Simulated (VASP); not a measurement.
# Tl (R-3m) in VASP: single point with PBEsol

Aim: the single point of Tl with PBEsol.

All numbers are computed with VASP 6.6.1; they aren't measurements. Logs are shortened: lines on timing, memory, paths and dates and some standing lists are left out, and cuts for length are marked.

## (1) The cell of the first run

The structure is trigonal, space group R-3m (No. 166). Conventional cell: a = 3.910 Å, b = 3.910 Å, c = 6.800 Å, α = 90.00°, β = 90.00°, γ = 120.00°. Tl (site symmetry -3m) has 12 Tl at 3.20 to 3.91 Å within 4.2 Å.

## (2) Single point, PBEsol

The input, INCAR:

```
ALGO = Fast
EDIFF = 1E-7
ENCUT = 520
GGA = PS
ISIF = 2
ISMEAR = 0
LASPH = True
LCHARG = False
LREAL = False
LWAVE = False
NBANDS = 12
NELM = 80
PREC = Accurate
SIGMA = 0.15
```

The input, KPOINTS:

```
k-points
0
Gamma
  18 18 18
```

The input, POSCAR:

```
Tl
1.0
   -0.5344910691      2.2301179090      2.2301179090
    2.2301179090     -0.5344910691      2.2301179090
    2.2301179090      2.2301179090     -0.5344910691
Tl
1
Direct
    0.0000000000      0.0000000000      0.0000000000
```

Potentials or basis: VASP PAW PBE potentials, release 64 (Tl_d).

Launch:

```
cat potpaw_PBE.64/Tl_d/POTCAR > POTCAR
mpirun -np 1 vasp_std > vasp.out
```

OUTCAR:

```text
EDIFF = 1E-7
   ENCUT = 520
   GGA = PS
   ISIF = 2
   ISMEAR = 0
   LASPH = True
   LREAL = False
   NELM = 80
   PREC = Accurate

 ion  position               nearest neighbor table
   1  0.000  0.000  0.000-

  LATTYP: Found a trigonal (rhomboedric) cell.
 ALAT       =     3.1988329870
 COS(alpha) =     0.2530624440

  Lattice vectors:

 A1 = (  -0.5344910691,   2.2301179090,   2.2301179090)
 A2 = (   2.2301179090,  -0.5344910691,   2.2301179090)
 A3 = (   2.2301179090,   2.2301179090,  -0.5344910691)

Analysis of symmetry for initial positions (statically):
=====================================================================
 Subroutine PRICEL returns:
 Original cell was already a primitive cell.

 Routine SETGRP: Setting up the symmetry group for a
 trigonal (rhombohedral) supercell.

 Subroutine GETGRP returns: Found 12 space group operations
 (whereof 12 operations were pure point group operations)
 out of a pool of 12 trial point group operations.

The static configuration has the point symmetry D_3d.

Analysis of symmetry for dynamics (positions and initial velocities):
=====================================================================
 Subroutine PRICEL returns:
 Original cell was already a primitive cell.

 Routine SETGRP: Setting up the symmetry group for a
 trigonal (rhombohedral) supercell.

 Subroutine GETGRP returns: Found 12 space group operations
 (whereof 12 operations were pure point group operations)
 out of a pool of 12 trial point group operations.

The dynamic configuration has the point symmetry D_3d.

 Subroutine INISYM returns: Found 12 space group operations
 (whereof 12 operations are pure point group operations),
 and found     1 'primitive' translations

----------------------------------------------------------------------------------------

                                     Primitive cell

  volume of cell :      30.0047

  direct lattice vectors                    reciprocal lattice vectors
    -0.534491069  2.230117909  2.230117909    -0.156233625  0.205481181  0.205481181
     2.230117909 -0.534491069  2.230117909     0.205481181 -0.156233625  0.205481181
     2.230117909  2.230117909 -0.534491069     0.205481181  0.205481181 -0.156233625

  length of vectors
     3.198832987  3.198832987  3.198832987     0.329930261  0.329930261  0.329930261

  position of ions in fractional coordinates (direct lattice)
     0.000000000  0.000000000  0.000000000

  ion indices of the primitive-cell ions
   primitive index   ion index
                 1           1

----------------------------------------------------------------------------------------

 KPOINTS: k-points

Automatic generation of k-mesh.
 Grid dimensions read from file:
 generate k-points for:   18   18   18

 Generating k-lattice:

  Cartesian coordinates                     Fractional coordinates (reciprocal lattice)
    -0.008679646  0.011415621  0.011415621     0.055555556  0.000000000 -0.000000000
     0.011415621 -0.008679646  0.011415621     0.000000000  0.055555556 -0.000000000
     0.011415621  0.011415621 -0.008679646     0.000000000  0.000000000  0.055555556

  Length of vectors
     0.018329459  0.018329459  0.018329459

  Shift w.r.t. Gamma in fractional coordinates (k-lattice)
     0.000000000  0.000000000  0.000000000

 Subroutine IBZKPT returns following result:
 ===========================================

 Found    580 irreducible k-points:

 Following reciprocal coordinates:
            Coordinates               Weight
  0.000000  0.000000  0.000000      1.000000
  0.055556  0.000000  0.000000      6.000000
  0.111111  0.000000  0.000000      6.000000
  0.166667  0.000000  0.000000      6.000000
  0.222222  0.000000  0.000000      6.000000
  0.277778  0.000000  0.000000      6.000000
[... 16 lines left out ...]
 -0.277778  0.055556 -0.000000     12.000000
 -0.222222  0.055556 -0.000000     12.000000
 [... further k-points ...]
   k-points           NKPTS =    580   k-points in BZ     NKDIM =    580   number of bands    NBANDS=     12
   number of dos      NEDOS =    301   number of ions     NIONS =      1
   total plane-waves  NPLWV =  13824
   dimension x,y,z NGX =    24 NGY =   24 NGZ =   24
   dimension x,y,z NGXF=    48 NGYF=   48 NGZF=   48
   ions per type =               1
   NGX,Y,Z   is equivalent  to a cutoff of  12.47, 12.47, 12.47 a.u.
   NGXF,Y,Z  is equivalent  to a cutoff of  24.95, 24.95, 24.95 a.u.
 SYSTEM =  unknown system
   PREC   = accura    normal or accurate (medium, high low for compatibility)
   ISTART =      0    job   : 0-new  1-cont  2-samecut
   ICHARG =      2    charge: 1-file 2-atom 10-const
   ISPIN  =      1    spin polarized calculation?
   LNONCOLLINEAR =      F non collinear calculations
   LSORBIT =      F    spin-orbit coupling
   LASPH  =      T    aspherical Exc in radial PAW
   ENCUT  =  520.0 eV  38.22 Ry    6.18 a.u.   5.95  5.95  5.95*2*pi/ulx,y,z
   NELM   =     80;   NELMIN=  2; NELMDL= -5     # of ELM steps
   EDIFF  = 0.1E-06   stopping-criterion for ELM
   LREAL  =      F    real-space projection
   EDIFFG = 0.1E-05   stopping-criterion for IOM
   NSW    =      0    number of steps for IOM
   IBRION =     -1    ionic relax: 0-MD 1-quasi-New 2-CG
   NFREE  =      0    steps in history (QN), initial steepest desc. (CG)
   ISIF   =      2    stress and relaxation
   ISYM   =      2    0-nonsym 1-usesym 2-fastsym
   POTIM  = 0.5000    time-step for ionic-motion
   TEBEG  =    0.0;   TEEND  =   0.0 temperature during run
   PSTRESS=    0.0 pullay stress
   NELECT =      13.0000    total number of electrons
   NUPDOWN=      -1.0000    fix difference up-down
   EMIN   =  10.00;   EMAX   =-10.00  energy-range for DOS
   EFERMI =   0.00;   METHOD = LEGACY
   ISMEAR =     0;   SIGMA  =   0.15  broadening in eV -4-tet -1-fermi 0-gaus
   EFERMI_NEDOS =   21; number of points for ismear=-14 and -15
   IALGO  =     68    algorithm
   IMIX   =      4    mixing-type and parameters
     AMIX     =   0.40;   BMIX     =  1.00
     AMIX_MAG =   1.60;   BMIX_MAG =  1.00
  volume/ion in A,a.u.               =      30.00       202.48
  Fermi-wavevector in a.u.,A,eV,Ry     =   1.238776  2.340947 20.879038  1.534566
  Thomas-Fermi vector in A             =   2.373287
   LORBIT       =      0    0 simple, 1 ext, 2 COOP (PROOUT), +10 PAW based schemes
   GGA     = PS    functional components
   LHFCALC =     F    Hartree Fock is set to
   AEXX    =    0.0000 exact exchange contribution
   IVDW    =     0    specifies the selected vdW correction
   LEPSILON=     F    determine dielectric tensor
   LRPA    =     F    only Hartree local field effects (RPA)
 non-spin polarized calculation
 RMM-DIIS sequential band-by-band and
 Gauss-broadening in eV      SIGMA  =   0.15
  energy-cutoff  :      520.00
  volume of cell :       30.00
 maximum number of plane-waves:       825
   NGX = 11   NGY = 11   NGZ = 11

 number of electron      13.0000007 magnetization

 Free energy of the ion-electron system (eV)
  ---------------------------------------------------
  ext. energy  EPLUGINS =         0.00000000
  ---------------------------------------------------
  free energy    TOTEN  =        -2.55498215 eV

  energy without entropy =       -2.54963462  energy(sigma->0) =       -2.55230839

 E-fermi :   5.9206     XC(G=0): -10.0797

 val. band max:        5.9180136965   @ k =   0.3889   0.2222  -0.0000
 cond. band min:       5.9338847602   @ k =   0.3889   0.1667   0.1111
 fundamental gap:      0.0158710636
 Fermi energy:         5.9206442522

 k-point     1 :       0.0000    0.0000    0.0000
  band No.  band energies     occupation
      1      -6.0648      2.00000
      2      -6.0648      2.00000
      3      -5.2862      2.00000
      4      -5.2522      2.00000
      5      -5.2522      2.00000
      6      -3.9714      2.00000
      7      13.6103      0.00000
      8      13.6103      0.00000
      9      14.2239      0.00000
     10      17.0833      0.00000
     11      18.4820      0.00000
     12      18.4820      0.00000

 k-point     2 :       0.0556    0.0000    0.0000
  band No.  band energies     occupation
      1      -6.0630      2.00000
      2      -6.0488      2.00000
      3      -5.2883      2.00000
      4      -5.2582      2.00000
      5      -5.2533      2.00000
      6      -3.9175      2.00000
      7      12.9657      0.00000
      8      13.6412      0.00000
      9      14.1574      0.00000
     10      17.4133      0.00000
     11      18.5177      0.00000
     12      18.9973      0.00000

 k-point     3 :       0.1111    0.0000    0.0000
  band No.  band energies     occupation
      1      -6.0583      2.00000
      2      -6.0061      2.00000
      3      -5.2936      2.00000
      4      -5.2751      2.00000
      5      -5.2555      2.00000
      6      -3.7531      2.00000
      7      11.5537      0.00000
      8      13.7290      0.00000
      9      14.1893      0.00000
     10      17.7884      0.00000
     11      18.6266      0.00000
     12      20.3900      0.00000
[... 286 lines left out ...]
 k-point    23 :      -0.2778    0.0556   -0.0000
  band No.  band energies     occupation
      1      -6.0300      2.00000
      2      -5.8631      2.00000
      3      -5.3496      2.00000
      4      -5.2805      2.00000
      5      -5.2645      2.00000
      6      -2.3894      2.00000
      7       6.6865      0.00000
      8      12.9298      0.00000
      9      14.6920      0.00000
     10      19.1205      0.00000
     11      19.7762      0.00000
     12      20.8440      0.00000

 k-point    24 :      -0.2222    0.0556   -0.0000
  band No.  band energies     occupation
      1      -6.0334      2.00000
      2      -5.8973      2.00000
      3      -5.3229      2.00000
      4      -5.2959      2.00000
      5      -5.2664      2.00000
      6      -2.9276      2.00000
      7       8.1620      0.00000
      8      12.8174      0.00000
      9      14.5571      0.00000
     10      18.6765      0.00000
     11      20.1457      0.00000
     12      20.6383      0.00000

 [... further k-points ...]
[... 5 lines left out ...]
  --------------------------------------------------------------------------------------
  -------------------------------------------------------------------------------------
  Total       -0.0452845     -0.0452845     -0.0452845      0.1407909      0.1407909      0.1407909
  in kB       -2.4180778     -2.4180778     -2.4180778      7.5178876      7.5178876      7.5178876
  external PRESSURE =      -2.4180778 kB  Pullay stress =       0.0000000 kB

 VOLUME and BASIS-vectors are now :
 -----------------------------------------------------------------------------
  energy-cutoff  :      520.00
  volume of cell :       30.00
      direct lattice vectors                 reciprocal lattice vectors
    -0.534491069  2.230117909  2.230117909    -0.156233625  0.205481181  0.205481181
     2.230117909 -0.534491069  2.230117909     0.205481181 -0.156233625  0.205481181
     2.230117909  2.230117909 -0.534491069     0.205481181  0.205481181 -0.156233625

 POSITION                                       TOTAL-FORCE (eV/Angst)
 -----------------------------------------------------------------------------------
      0.00000      0.00000      0.00000        -0.000000      0.000000      0.000000
 -----------------------------------------------------------------------------------
    total drift:                                0.000000      0.000000     -0.000000

  FREE ENERGIE OF THE ION-ELECTRON SYSTEM (eV)
  ---------------------------------------------------
  free  energy   TOTEN  =        -2.5549821537 eV

  energy  without entropy=       -2.5496346174  energy(sigma->0) =       -2.55230839
```

Wall time 55 s (1 thread of Intel Xeon Platinum 8488C (Sapphire Rapids), shared host); peak memory 0.3 GiB.

What came out:

```yaml
Free_energy: -2.5550 eV
Pressure: -0.2 GPa
```

Stress tensor (GPa, compression positive):
```
-0.24  0.75  0.75
 0.75 -0.24  0.75
 0.75  0.75 -0.24
```

Caveat: the PAW data sets were made with another functional, which shifts forces and pressure a little; spin-orbit coupling is left out, which moves the levels of the heavy elements.
